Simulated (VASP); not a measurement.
# P (P6/mmm) in VASP: notebook

P is run at these levels: r2SCAN; tasks: single point.

Everything below comes from runs of VASP 6.6.1. Logs are shortened: lines on timing, memory, paths and dates and some standing lists are left out, and cuts for length are marked.

**1. The cell of the first run**

Symmetry: P6/mmm, No. 191, hexagonal system. The conventional cell has a = 2.590 Å, b = 2.590 Å, c = 2.483 Å, α = 90.00°, β = 90.00°, γ = 120.00°. Within 3.3 Å of P (site symmetry 6/mmm) lie 8 P at 2.48 to 2.59 Å.

This isn't the form of P at room conditions, which is orthorhombic.

**2. Single point, r2SCAN**

POSCAR

```
P
1.0
    2.5899167420      0.0000000000      0.0000000000
   -1.2949583710      2.2429336923      0.0000000000
    0.0000000000      0.0000000000      2.4832821633
P
1
Direct
    0.0000000000      0.0000000000      0.0000000000
```

INCAR.step1

```
SYSTEM = P
ALGO = Normal ; EDIFF = 1E-4
ENCUT = 520 ; GGA = PE
ISMEAR = 0 ; LASPH = .True.
LCHARG = .False. ; LREAL = .False.
LWAVE = .True. ; NBANDS = 8
NELM = 100 ; PREC = Accurate
SIGMA = 0.1
```

INCAR.step2

```
SYSTEM = P
ALGO = Normal ; EDIFF = 1E-7
ENCUT = 520 ; ISIF = 2
ISMEAR = 0 ; ISTART = 1
LASPH = .True. ; LCHARG = .False.
LMIXTAU = .True. ; LREAL = .False.
LWAVE = .False. ; METAGGA = R2SCAN
NBANDS = 8 ; NELM = 100
PREC = Accurate ; SIGMA = 0.1
```

KPOINTS

```
k-points
0
Gamma
  6 6 6
  0 0 0
```

Potentials or basis: VASP PAW PBE potentials, release 64 (P).

The run is started by

```bash
cat potpaw_PBE.64/P/POTCAR > POTCAR
cp INCAR.step1 INCAR
mpirun -np 1 vasp_std > vasp.out
cp INCAR.step2 INCAR
mpirun -np 1 vasp_std > vasp.out
```

OUTCAR:

```text
SYSTEM = P
   EDIFF = 1E-7
   ENCUT = 520
   ISIF = 2
   ISMEAR = 0
   ISTART = 1
   LASPH = .True.
   LREAL = .False.
   METAGGA = R2SCAN
   NELM = 100
   PREC = Accurate

 ion  position               nearest neighbor table
   1  0.000  0.000  0.000-

  LATTYP: Found a hexagonal cell.
 ALAT       =     2.5899167420
 C/A-ratio  =     0.9588270244

  Lattice vectors:

 A1 = (   2.5899167420,   0.0000000000,   0.0000000000)
 A2 = (  -1.2949583710,   2.2429336923,   0.0000000000)
 A3 = (   0.0000000000,   0.0000000000,   2.4832821633)

Analysis of symmetry for initial positions (statically):
=====================================================================
 Subroutine PRICEL returns:
 Original cell was already a primitive cell.

 Routine SETGRP: Setting up the symmetry group for a
 hexagonal supercell.

 Subroutine GETGRP returns: Found 24 space group operations
 (whereof 24 operations were pure point group operations)
 out of a pool of 24 trial point group operations.

The static configuration has the point symmetry D_6h.

Analysis of symmetry for dynamics (positions and initial velocities):
=====================================================================
 Subroutine PRICEL returns:
 Original cell was already a primitive cell.

 Routine SETGRP: Setting up the symmetry group for a
 hexagonal supercell.

 Subroutine GETGRP returns: Found 24 space group operations
 (whereof 24 operations were pure point group operations)
 out of a pool of 24 trial point group operations.

The dynamic configuration has the point symmetry D_6h.

 Subroutine INISYM returns: Found 24 space group operations
 (whereof 24 operations are pure point group operations),
 and found     1 'primitive' translations

----------------------------------------------------------------------------------------

                                     Primitive cell

  volume of cell :      14.4254

  direct lattice vectors                    reciprocal lattice vectors
     2.589916742  0.000000000  0.000000000     0.386112798  0.222922328  0.000000000
    -1.294958371  2.242933692  0.000000000     0.000000000  0.445844656  0.000000000
     0.000000000  0.000000000  2.483282163     0.000000000  0.000000000  0.402692861

  length of vectors
     2.589916742  2.589916742  2.483282163     0.445844656  0.445844656  0.402692861

  position of ions in fractional coordinates (direct lattice)
     0.000000000  0.000000000  0.000000000

  ion indices of the primitive-cell ions
   primitive index   ion index
                 1           1

----------------------------------------------------------------------------------------

 KPOINTS: k-points

Automatic generation of k-mesh.
 Grid dimensions read from file:
 generate k-points for:    6    6    6

 Generating k-lattice:

  Cartesian coordinates                     Fractional coordinates (reciprocal lattice)
     0.064352133  0.037153721  0.000000000     0.166666667  0.000000000  0.000000000
     0.000000000  0.074307443  0.000000000     0.000000000  0.166666667  0.000000000
     0.000000000  0.000000000  0.067115477     0.000000000  0.000000000  0.166666667

  Length of vectors
     0.074307443  0.074307443  0.067115477

  Shift w.r.t. Gamma in fractional coordinates (k-lattice)
     0.000000000  0.000000000  0.000000000

 Subroutine IBZKPT returns following result:
 ===========================================

 Found     28 irreducible k-points:

 Following reciprocal coordinates:
            Coordinates               Weight
  0.000000  0.000000  0.000000      1.000000
  0.166667  0.000000  0.000000      6.000000
  0.333333 -0.000000  0.000000      6.000000
  0.500000 -0.000000  0.000000      3.000000
  0.166667  0.166667  0.000000      6.000000
  0.333333  0.166667  0.000000     12.000000
[... 16 lines left out ...]
  0.166667  0.000000  0.500000      6.000000
  0.333333 -0.000000  0.500000      6.000000
 [... further k-points ...]
   k-points           NKPTS =     28   k-points in BZ     NKDIM =     28   number of bands    NBANDS=      8
   number of dos      NEDOS =    301   number of ions     NIONS =      1
   total plane-waves  NPLWV =   7200
   dimension x,y,z NGX =    20 NGY =   20 NGZ =   18
   dimension x,y,z NGXF=    40 NGYF=   40 NGZF=   36
   ions per type =               1
   NGX,Y,Z   is equivalent  to a cutoff of  12.84, 12.84, 12.05 a.u.
   NGXF,Y,Z  is equivalent  to a cutoff of  25.68, 25.68, 24.10 a.u.
 SYSTEM =  P
   PREC   = accura    normal or accurate (medium, high low for compatibility)
   ISTART =      1    job   : 0-new  1-cont  2-samecut
   ICHARG =      0    charge: 1-file 2-atom 10-const
   ISPIN  =      1    spin polarized calculation?
   LNONCOLLINEAR =      F non collinear calculations
   LSORBIT =      F    spin-orbit coupling
   LASPH  =      T    aspherical Exc in radial PAW
   ENCUT  =  520.0 eV  38.22 Ry    6.18 a.u.   4.82  4.82  4.62*2*pi/ulx,y,z
   NELM   =    100;   NELMIN=  2; NELMDL=  0     # of ELM steps
   EDIFF  = 0.1E-06   stopping-criterion for ELM
   LREAL  =      F    real-space projection
   EDIFFG = 0.1E-05   stopping-criterion for IOM
   NSW    =      0    number of steps for IOM
   IBRION =     -1    ionic relax: 0-MD 1-quasi-New 2-CG
   NFREE  =      0    steps in history (QN), initial steepest desc. (CG)
   ISIF   =      2    stress and relaxation
   ISYM   =      2    0-nonsym 1-usesym 2-fastsym
   POTIM  = 0.5000    time-step for ionic-motion
   TEBEG  =    0.0;   TEEND  =   0.0 temperature during run
   PSTRESS=    0.0 pullay stress
   NELECT =       5.0000    total number of electrons
   NUPDOWN=      -1.0000    fix difference up-down
   EMIN   =  10.00;   EMAX   =-10.00  energy-range for DOS
   EFERMI =   0.00;   METHOD = LEGACY
   ISMEAR =     0;   SIGMA  =   0.10  broadening in eV -4-tet -1-fermi 0-gaus
   EFERMI_NEDOS =   21; number of points for ismear=-14 and -15
   IALGO  =     38    algorithm
   IMIX   =      4    mixing-type and parameters
     AMIX     =   0.40;   BMIX     =  1.00
     AMIX_MAG =   1.60;   BMIX_MAG =  1.00
  volume/ion in A,a.u.               =      14.43        97.35
  Fermi-wavevector in a.u.,A,eV,Ry     =   1.149976  2.173139 17.992950  1.322445
  Thomas-Fermi vector in A             =   2.286642
   LORBIT       =      0    0 simple, 1 ext, 2 COOP (PROOUT), +10 PAW based schemes
   METAGGA = R2SCAN    functional components
   LHFCALC =     F    Hartree Fock is set to
   AEXX    =    0.0000 exact exchange contribution
   IVDW    =     0    specifies the selected vdW correction
   LEPSILON=     F    determine dielectric tensor
   LRPA    =     F    only Hartree local field effects (RPA)
 non-spin polarized calculation
 Gauss-broadening in eV      SIGMA  =   0.10
  energy-cutoff  :      520.00
  volume of cell :       14.43
 maximum number of plane-waves:       405
 NGX is ok and might be reduce to    20
   NGX =  9   NGY =  9   NGZ =  9

 number of electron       5.0000000 magnetization

 Free energy of the ion-electron system (eV)
  ---------------------------------------------------
  ext. energy  EPLUGINS =         0.00000000
  ---------------------------------------------------
  free energy    TOTEN  =        -8.40099103 eV

  energy without entropy =       -8.39994572  energy(sigma->0) =       -8.40046837

 E-fermi :  10.0432     XC(G=0): -12.0334

 val. band max:        9.6077722143   @ k =   0.1667   0.0000   0.1667
 cond. band min:      10.0432197377   @ k =   0.3333   0.3333   0.3333
 fundamental gap:      0.4354475235
 Fermi energy:        10.0432115709

 k-point     1 :       0.0000    0.0000    0.0000
  band No.  band energies     occupation
      1      -7.5909      2.00000
      2      14.4473      0.00000
      3      16.8517      0.00000
      4      16.9095      0.00000
      5      16.9095      0.00000
      6      22.3699      0.00000
      7      22.3699      0.00000
      8      27.7741      0.00000

 k-point     2 :       0.1667    0.0000    0.0000
  band No.  band energies     occupation
      1      -6.7801      2.00000
      2      11.6944      0.00000
      3      15.0711      0.00000
      4      15.0977      0.00000
      5      17.9705      0.00000
      6      21.3685      0.00000
      7      25.6815      0.00000
      8      30.0342      0.00000

 k-point     3 :       0.3333   -0.0000    0.0000
  band No.  band energies     occupation
      1      -4.3994      2.00000
      2       5.3972      2.00000
      3      13.1129      0.00000
      4      16.6948      0.00000
      5      16.8800      0.00000
      6      23.0236      0.00000
      7      27.4104      0.00000
      8      31.6279      0.00000

 k-point     4 :       0.5000   -0.0000    0.0000
  band No.  band energies     occupation
      1      -1.4800      2.00000
      2       1.0651      2.00000
      3      12.4194      0.00000
      4      16.0570      0.00000
      5      18.3996      0.00000
      6      24.6753      0.00000
      7      25.3273      0.00000
      8      29.0803      0.00000

 k-point     5 :       0.1667    0.1667    0.0000
  band No.  band energies     occupation
      1      -5.1803      2.00000
      2       8.2293      2.00000
      3      10.3266      0.00006
      4      16.3269      0.00000
      5      20.3532      0.00000
      6      22.8319      0.00000
      7      26.7284      0.00000
      8      29.2978      0.00000
[... 177 lines left out ...]
 k-point    22 :       0.0000    0.0000    0.5000
  band No.  band energies     occupation
      1      -3.4507      2.00000
      2       0.8361      2.00000
      3      19.5060      0.00000
      4      19.5060      0.00000
      5      24.7724      0.00000
      6      24.7724      0.00000
      7      26.6747      0.00000
      8      26.6747      0.00000

 k-point    23 :       0.1667    0.0000    0.5000
  band No.  band energies     occupation
      1      -2.6332      2.00000
      2       1.5614      2.00000
      3      15.3561      0.00000
      4      17.7441      0.00000
      5      21.0342      0.00000
      6      23.2168      0.00000
      7      25.2324      0.00000
      8      27.9471      0.00000

 k-point    24 :       0.3333   -0.0000    0.5000
  band No.  band energies     occupation
      1      -0.2096      2.00000
      2       3.5803      2.00000
      3       9.1401      2.00000
      4      14.8925      0.00000
      5      15.8674      0.00000
      6      21.2881      0.00000
      7      23.3630      0.00000
      8      28.1143      0.00000

 [... further k-points ...]

------------------------ aborting loop because EDIFF is reached ----------------------------------------

  FORCE on cell =-STRESS in cart. coord.  units (eV):
  Direction    XX          YY          ZZ          XY          YZ          ZX
  --------------------------------------------------------------------------------------
  -------------------------------------------------------------------------------------
  Total       -0.0152956     -0.0152956     -0.0295886      0.0000000     -0.0000000      0.0000000
  in kB       -1.6988306     -1.6988306     -3.2862966      0.0000000     -0.0000000      0.0000000
  external PRESSURE =      -2.2279859 kB  Pullay stress =       0.0000000 kB

 VOLUME and BASIS-vectors are now :
 -----------------------------------------------------------------------------
  energy-cutoff  :      520.00
  volume of cell :       14.43
      direct lattice vectors                 reciprocal lattice vectors
     2.589916742  0.000000000  0.000000000     0.386112798  0.222922328  0.000000000
    -1.294958371  2.242933692  0.000000000     0.000000000  0.445844656  0.000000000
     0.000000000  0.000000000  2.483282163     0.000000000  0.000000000  0.402692861

 POSITION                                       TOTAL-FORCE (eV/Angst)
 -----------------------------------------------------------------------------------
      0.00000      0.00000      0.00000         0.000000      0.000000      0.000000
 -----------------------------------------------------------------------------------
    total drift:                                0.000000      0.000000      0.000000

  FREE ENERGIE OF THE ION-ELECTRON SYSTEM (eV)
  ---------------------------------------------------
  free  energy   TOTEN  =        -8.4009910267 eV

  energy  without entropy=       -8.3999457203  energy(sigma->0) =       -8.40046837
```

Run time: 19 s. Hardware: 1 thread of Intel Xeon 8259CL, shared host; peak memory 0.12 GiB.

Results:

```yaml
Free_energy: -8.4010 eV
Pressure: -0.2 GPa
Band_gap_on_the_k_mesh: zero (an odd number of electrons rules out a gap without spin polarisation)
```

Levels at points of the mesh, in eV from the Fermi level:
| k point | band 1 | band 2 | band 3 | band 4 | band 5 | band 6 |
| --- | --- | --- | --- | --- | --- | --- |
| (0.00, 0.00, 0.00) | -17.63 | 4.40 | 6.81 | 6.87 | 6.87 | 12.33 |
| (0.50, 0.00, 0.00) | -11.52 | -8.98 | 2.38 | 6.01 | 8.36 | 14.63 |
| (0.00, 0.00, 0.50) | -13.49 | -9.21 | 9.46 | 9.46 | 14.73 | 14.73 |
| (0.50, 0.00, 0.50) | -6.70 | -5.83 | -4.65 | 1.59 | 5.16 | 10.54 |

Caveat: the k points lie up to 0.47 Å⁻¹ apart, too coarse for converged energies and pressures of a metal; the PAW data sets were made with another functional, which shifts forces and pressure a little.

[end of part 1 of 2]
